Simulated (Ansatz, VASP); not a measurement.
## Two plane-wave programs on AgCl

```
Ag Cl
1.0
     2.60741    2.60741    0.00000
    -2.60741    2.60741    0.00000
     0.00000    2.60741    2.60741
Ag Cl
1 1
Direct
  0.00000 0.00000 0.00000
  0.50000 0.50000 0.00000
```

Alike in both runs: task single point; functional r2SCAN; k mesh 8 × 8 × 8; no spin polarisation.

|  | VASP | Ansatz |
| --- | --- | --- |
| version | VASP 6.6.1 | Ansatz 0.2.0 |
| potentials or method | VASP PAW PBE potentials, release 64 (Ag, Cl) | PAW with Ansatz's default frozen-core files, scalar-relativistic |
| plane-wave cutoff (eV) | 520 | 500 |
| occupations | gaussian, width 0.01 eV | fixed |
| valence electrons in the cell | 18 | 26 |

Ansatz gave:

```
gap on the k mesh at the Fermi level (eV) : 1.56
pressure (GPa)                            : 15.0
```

Estimate VASP's values.

gap on the k mesh at the Fermi level (eV): 1.51; pressure (GPa): 15.0.

VASP's potentials were made for PBE, not for r2SCAN. VASP's potentials hold 18 valence electrons a cell and Ansatz's 26, so a difference there can come from the potentials and not from the codes.
